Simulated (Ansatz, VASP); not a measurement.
**CdTe in VASP and in Ansatz**

Contents of POSCAR:

```
CdTe
1.0
    0.0000000000      3.1834892848      3.1834892848
    3.1834892848      0.0000000000      3.1834892848
    3.1834892848      3.1834892848      0.0000000000
Te Cd
1 1
Direct
    0.7500000000      0.7500000000      0.7500000000
    0.0000000000      0.0000000000      0.0000000000
```

Contents of INCAR.step1:

```
SYSTEM = CdTe
PREC = Accurate
ENCUT = 520
EDIFF = 1E-5
ISMEAR = -1
SIGMA = 0.05
LREAL = .FALSE.
LASPH = .TRUE.
NELM = 60
ALGO = Normal
ISIF = 2
LWAVE = .TRUE.
LCHARG = .FALSE.
GGA = PE
NBANDS = 16
```

File INCAR.step2:

```
SYSTEM = CdTe
PREC = Accurate
ENCUT = 520
EDIFF = 1E-6
ISMEAR = -1
SIGMA = 0.05
LREAL = .FALSE.
LASPH = .TRUE.
NELM = 60
ALGO = Normal
ISIF = 2
LWAVE = .FALSE.
LCHARG = .FALSE.
GGA = PS
LHFCALC = .TRUE.
AEXX = 0.25
HFSCREEN = 0.207
PRECFOCK = Normal
ISTART = 1
NBANDS = 16
```

Contents of KPOINTS:

```
regular mesh
0
G
  4 4 4
  0 0 0
```

File input.yaml:

```yaml
crystal:
  lattice:
    - [0.0, 3.1834892848, 3.1834892848]
    - [3.1834892848, 0.0, 3.1834892848]
    - [3.1834892848, 3.1834892848, 0.0]
  atoms:
    - { symbol: Te, position: [0.75, 0.75, 0.75] }
    - { symbol: Cd, position: [0.0, 0.0, 0.0] }
hamiltonian:
  xc:
    exchange: hjs_pbesol
    correlation: pbesol
    exx: { coeff: 0.25, omega: 0.207 }
  pseudopotentials: { kind: paw }
kpoints:
  mp_grid: { grid: [4, 4, 4] }
scf:
  occupations: { method: fermi_dirac, width: 0.05 }
output:
  forces: true
  stress: true
  eigenvalues: true
  write_density: true
  write_potential: true
  elf: true
  volumetric_format: npy
```

Alike in both runs: task single point; functional PBEsol-based screened hybrid with a share of 0.25 of exact exchange and HFSCREEN = 0.207; k mesh 4 × 4 × 4; occupations fermi-dirac, width 0.05 eV; no spin polarisation.

|  | VASP | Ansatz |
| --- | --- | --- |
| version | VASP 6.6.1 | Ansatz 0.2.0 |
| potentials or method | VASP PAW PBE potentials, release 64 (Te, Cd) | Ansatz PAW |
| plane-wave cutoff (eV) | 520 | 420 |
| valence electrons in the cell | 18 | 36 |

Ansatz gave:

```
gap on the k mesh at the Fermi level (eV) : 1.70
least direct gap on the mesh (eV)         : 1.70
pressure (GPa)                            : 2.8
```

Q: Estimate VASP's values.

A: gap on the k mesh at the Fermi level (eV): 1.61; least direct gap on the mesh (eV): 1.61; pressure (GPa): 2.8.

VASP's potentials were made for PBE, not for PBEsol-based screened hybrid. VASP's potentials hold 18 valence electrons a cell and Ansatz's 36, so a difference there can come from the potentials and not from the codes.

The k mesh is coarse, so the values compare programs but aren't converged. Spin-orbit coupling is off throughout.
